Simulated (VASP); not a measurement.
# Co (P6_3/mmc) in VASP: a series of runs, part 2 of 2

VASP 6.6.1.

## 5. Single point, PBEsol, collinear spin, ferromagnetic start

The input, INCAR:

```
PREC = Accurate
ENCUT = 520
EDIFF = 1E-6
ISMEAR = -1
SIGMA = 0.1
LREAL = F
LASPH = T
NELM = 150
ALGO = Normal
ISIF = 2
LWAVE = F
LCHARG = F
ISPIN = 2
MAGMOM = 1.8 1.8
LORBIT = 11
LMAXMIX = 4
GGA = PS
NBANDS = 20
```

The input, KPOINTS:

```
regular mesh
0
Gamma
  7 7 4
```

The input, POSCAR:

```
Co
1.0
    2.5074000000      0.0000000000      0.0000000000
   -1.2537000000      2.1714721000      0.0000000000
    0.0000000000      0.0000000000      4.0699000000
Co
2
Direct
    0.3333333300      0.6666666700      0.2500000000
    0.6666666700      0.3333333300      0.7500000000
```

Potentials or basis: VASP PAW PBE potentials, release 64 (Co).

The run is started by

```bash
> cat potpaw_PBE.64/Co/POTCAR > POTCAR
> mpirun -np 1 vasp_std > vasp.out
```

OUTCAR:

```text
PREC = Accurate
   ENCUT = 520
   EDIFF = 1E-6
   ISMEAR = -1
   LREAL = F
   LASPH = T
   NELM = 150
   ISIF = 2
   ISPIN = 2
   LORBIT = 11
   GGA = PS

 ion  position               nearest neighbor table
   1  0.333  0.667  0.250-   2 2.50   2 2.50   2 2.50   2 2.50   2 2.50   2 2.50
   2  0.667  0.333  0.750-   1 2.50   1 2.50   1 2.50   1 2.50   1 2.50   1 2.50

  LATTYP: Found a hexagonal cell.
 ALAT       =     2.5074000000
 C/A-ratio  =     1.6231554598

  Lattice vectors:

 A1 = (   2.5074000000,   0.0000000000,   0.0000000000)
 A2 = (  -1.2537000000,   2.1714721000,   0.0000000000)
 A3 = (   0.0000000000,   0.0000000000,   4.0699000000)

Analysis of symmetry for initial positions (statically):
=====================================================================
 Subroutine PRICEL returns:
 Original cell was already a primitive cell.

 Routine SETGRP: Setting up the symmetry group for a
 hexagonal supercell.
[... 749 lines left out ...]
      1       0.9914      1.00000
      2       5.6832      1.00000
      3       8.8124      0.99994
      4       8.8520      0.99991
      5       8.8520      0.99991
      6       9.2014      0.99720
[... 541 lines left out ...]
     19      34.8748      0.00000
     20      34.8748      0.00000

------------------------ aborting loop because EDIFF is reached ----------------------------------------

  FORCE on cell =-STRESS in cart. coord.  units (eV):
  Direction    XX          YY          ZZ          XY          YZ          ZX
  --------------------------------------------------------------------------------------
  -------------------------------------------------------------------------------------
  Total       -1.8602869     -1.8602869     -2.0902665      0.0000000      0.0000000      0.0000000
  in kB     -134.5020504   -134.5020507   -151.1299835      0.0000000      0.0000000      0.0000000
  external PRESSURE =    -140.0446948 kB  Pullay stress =       0.0000000 kB

 VOLUME and BASIS-vectors are now :
 -----------------------------------------------------------------------------
  energy-cutoff  :      520.00
  volume of cell :       22.16
      direct lattice vectors                 reciprocal lattice vectors
     2.507400000  0.000000000  0.000000000     0.398819494  0.230258542  0.000000000
    -1.253700000  2.171472100  0.000000000     0.000000000  0.460517084  0.000000000
     0.000000000  0.000000000  4.069900000     0.000000000  0.000000000  0.245706283

 POSITION                                       TOTAL-FORCE (eV/Angst)
 -----------------------------------------------------------------------------------
     -0.00000      1.44765      1.01747         0.000000      0.000000      0.000000
      1.25370      0.72382      3.05242        -0.000000      0.000000      0.000000
 -----------------------------------------------------------------------------------
    total drift:                               -0.000000      0.000000     -0.000000

  FREE ENERGIE OF THE ION-ELECTRON SYSTEM (eV)
  ---------------------------------------------------
  free  energy   TOTEN  =       -15.4034409805 eV

  energy  without entropy=      -15.3298465400  energy(sigma->0) =      -15.36664376

 total charge

# of ion       s       p       d       tot
------------------------------------------
    1        0.481   0.507   7.242   8.230
    2        0.481   0.507   7.242   8.230
--------------------------------------------------
tot          0.961   1.015  14.484  16.460

 magnetization (x)

# of ion       s       p       d       tot
------------------------------------------
    1       -0.013  -0.044   1.694   1.636
    2       -0.013  -0.044   1.694   1.636
--------------------------------------------------
tot         -0.026  -0.089   3.388   3.272
```

OSZICAR:

```text
N       E                     dE             d eps       ncg     rms          rms(c)
DAV:   1     0.849382205327E+02    0.84938E+02   -0.78645E+03  2016   0.118E+03
DAV:   2    -0.133401653657E+02   -0.98278E+02   -0.88551E+02  1944   0.218E+02
DAV:   3    -0.179275614000E+02   -0.45874E+01   -0.43976E+01  2228   0.564E+01
DAV:   4    -0.179964520416E+02   -0.68891E-01   -0.68840E-01  2368   0.619E+00
DAV:   5    -0.179985937134E+02   -0.21417E-02   -0.21416E-02  2216   0.107E+00    0.155E+01
DAV:   6    -0.159901852052E+02    0.20084E+01   -0.88949E+00  2132   0.620E+01    0.766E+00
DAV:   7    -0.154405691573E+02    0.54962E+00   -0.15171E+00  2176   0.232E+01    0.372E+00
DAV:   8    -0.154197372844E+02    0.20832E-01   -0.17995E-02  2616   0.142E+00    0.171E+00
DAV:   9    -0.154042377180E+02    0.15500E-01   -0.38186E-03  3116   0.103E+00    0.551E-01
DAV:  10    -0.154035619974E+02    0.67572E-03   -0.44187E-04  2472   0.238E-01    0.297E-01
DAV:  11    -0.154034578136E+02    0.10418E-03   -0.24837E-04  2752   0.264E-01    0.378E-02
DAV:  12    -0.154034462297E+02    0.11584E-04   -0.20223E-05  2040   0.358E-02    0.198E-02
DAV:  13    -0.154034405711E+02    0.56586E-05   -0.35598E-06  2032   0.219E-02    0.125E-02
DAV:  14    -0.154034409805E+02   -0.40944E-06   -0.42646E-07  1256   0.658E-03
   1 F= -.15403441E+02 E0= -.15366644E+02  d E =-.735944E-01  mag=     3.2413
```

Wall time 50 s (1 thread of AMD EPYC 7R13, shared host); peak memory 0.12 GiB.

Results:

```
Free energy                                           : -15.4034 eV
Pressure                                              : -14.0 GPa
Net moment                                            : 3.24 μB per cell
Site moments                                          : Co +1.64 μB
Valence electrons inside the program's atomic spheres : Co 8.23
```

Stress tensor (GPa, compression positive):
```
-13.45   0.00   0.00
  0.00 -13.45   0.00
  0.00   0.00 -15.11
```

Levels at points of the mesh, in eV from the Fermi level:
Spin up:
```tsv
k point	band 7	band 8	band 9	band 10	band 11	band 12	band 13	band 14	band 15	band 16
(0.00, 0.00, 0.00)	-2.26	-1.90	-1.90	-0.84	-0.84	-0.18	6.08	21.76	24.14	24.14
(0.00, 0.00, 0.50)	-2.62	-2.62	-1.15	-1.15	-1.15	-1.15	14.62	14.62	22.47	22.47
```
Spin down:
```
           k point  band 4  band 5  band 6  band 7  band 8  band 9  band 10  band 11  band 12  band 13
(0.00, 0.00, 0.00)   -0.94   -0.94   -0.59   -0.59   -0.16   -0.16    -0.16     1.01     1.01     7.11
(0.00, 0.00, 0.50)   -1.50   -1.00   -1.00   -1.00   -1.00    0.68     0.68     0.68     0.68    15.08
```

Caveat: the k points lie up to 0.41 Å⁻¹ apart; the PAW data sets were made with another functional, which shifts forces and pressure a little.

## 6. Single point, PBEsol, collinear spin, ferromagnetic start

The input, INCAR:

```
SYSTEM = Co
ALGO     = Normal         ! electronic algorithm
EDIFF    = 1E-6           ! SCF threshold, eV
ENCUT    = 520            ! plane-wave cutoff, eV
GGA      = PS             ! functional
ISIF     = 2              ! what is computed and relaxed
ISMEAR   = -1             ! smearing method
ISPIN    = 2              ! spin polarisation
LASPH    = .True.         ! aspherical terms in the spheres
LCHARG   = .False.        ! write CHGCAR
LMAXMIX  = 4              ! l up to which the mixer works
LORBIT   = 11             ! projections on sites
LREAL    = .False.        ! projectors in reciprocal space
LWAVE    = .False.        ! write WAVECAR
MAGMOM   = 1.8 1.8        ! initial moments
NBANDS   = 20             ! bands
NELM     = 150            ! most SCF steps
PREC     = Accurate       ! precision mode
SIGMA    = 0.1            ! smearing width, eV
```

The input, KPOINTS:

```
k-points
0
Gamma
  9 9 5
  0 0 0
```

POSCAR is that of step 5.

Potentials or basis: VASP PAW PBE potentials, release 64 (Co).

The run is started by

```bash
> cat potpaw_PBE.64/Co/POTCAR > POTCAR
> mpirun -np 1 vasp_std > vasp.out
```

It took 71 s on 1 thread of AMD EPYC 7R13, shared host; peak memory 0.12 GiB.

It converged, with:

* Free energy: -15.4287 eV
* Pressure: -15.1 GPa
* Net moment: 3.11 μB per cell
* Site moments: Co +1.58 μB
* Valence electrons inside the program's atomic spheres: Co 8.23

Levels at points of the mesh, in eV from the Fermi level:
Spin up:
```tsv
k point	band 7	band 8	band 9	band 10	band 11	band 12	band 13	band 14
(0.00, 0.00, 0.00)	-2.22	-1.88	-1.88	-0.82	-0.82	-0.17	6.10	21.78
```
Spin down:
```tsv
k point	band 3	band 4	band 5	band 6	band 7	band 8	band 9	band 10	band 11	band 12
(0.00, 0.00, 0.00)	-1.00	-0.96	-0.96	-0.61	-0.61	-0.18	-0.17	-0.17	1.00	1.00
```

Caveat: the PAW data sets were made with another functional, which shifts forces and pressure a little.

## 7. The runs side by side

```csv
k mesh,gap on the mesh (eV),pressure (GPa),moment (μB)
4 × 4 × 2,none,-12.6,3.36
5 × 5 × 3,none,-12.0,3.53
6 × 6 × 3,none,-14.5,3.26
7 × 7 × 4,none,-14.0,3.24
9 × 9 × 5,none,-15.1,3.11
```

Alike in all rows: task single point; level PBEsol; potentials or basis VASP PAW PBE potentials, release 64 (Co); spin collinear, ferromagnetic start; cell as given; cutoff (eV) 520; smearing fermi-dirac 0.1 eV.

Caveats: some runs use coarse meshes; the PAW data sets were made with another functional, which shifts forces and pressure a little.

Absolute energies hang on the potentials; compare differences alone.
